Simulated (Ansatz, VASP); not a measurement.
# One calculation of HgTe, two programs

Contents of INCAR:

```
SYSTEM = HgTe
ALGO = Normal ; EDIFF = 1E-6
EDIFFG = -0.005 ; ENCUT = 600
GGA = PE ; IBRION = 2
ISIF = 3 ; ISMEAR = 0
LASPH = .TRUE. ; LCHARG = .FALSE.
LREAL = .FALSE. ; LWAVE = .FALSE.
NELM = 60 ; NSW = 100
PREC = Accurate ; SIGMA = 0.1
```

KPOINTS

```
k-points
0
G
  12 12 12
  0 0 0
```

File POSCAR:

```
HgTe
1.0
    0.0000000000      3.2145000000      3.2145000000
    3.2145000000      0.0000000000      3.2145000000
    3.2145000000      3.2145000000      0.0000000000
Hg Te
1 1
Direct
    0.0000000000      0.0000000000      0.0000000000
    0.2500000000      0.2500000000      0.2500000000
```

Input for Ansatz:

```yaml
crystal:
  lattice:
    - [0.0, 3.2145, 3.2145]
    - [3.2145, 0.0, 3.2145]
    - [3.2145, 3.2145, 0.0]
  atoms:
    - { symbol: Hg, position: [0.0, 0.0, 0.0] }
    - { symbol: Te, position: [0.25, 0.25, 0.25] }
basis:
  ecutwfc: 420
kpoints:
  mp_grid: { grid: [12, 12, 12] }
hamiltonian:
  xc: pbe
scf:
  occupations: { method: gaussian, width: 0.1 }
output:
  forces: true
  stress: true
  eigenvalues: true
relax:
  adjacent_minimum: "off"
  f_tol: 0.005
  max_steps: 80
  cell: { stress_tol: 0.05 }
```

Alike in both runs: task relaxation of cell and atoms; functional PBE; k mesh 12 × 12 × 12; occupations gaussian, width 0.1 eV; no spin polarisation.

```csv
,VASP,Ansatz
version,VASP 6.6.1,Ansatz 0.2.0
potentials or method,"VASP PAW PBE potentials, release 64 (Hg, Te), cutoff 600 eV","scalar-relativistic, plane waves, PAW"
valence electrons in the cell,18,36
```

VASP gave:

| Quantity | Value |
| --- | --- |
| gap on the k mesh at the Fermi level, each at its own relaxed structure (eV) | none |
| relaxed volume (Å³/atom) | 36.80 |
| relaxed length of the cell vector where the two differ most in proportion (Å) | 4.704 |

Question: Estimate Ansatz's values.

Answer: gap on the k mesh at the Fermi level, each at its own relaxed structure (eV): none; relaxed volume (Å³/atom): 36.81; relaxed length of the cell vector where the two differ most in proportion (Å): 4.704.

A gap of «none» marks a metal or a gap that the smearing closes. VASP's potentials hold 18 valence electrons a cell and Ansatz's 36, so a difference there can come from the potentials and not from the codes.

Spin-orbit coupling is off throughout.
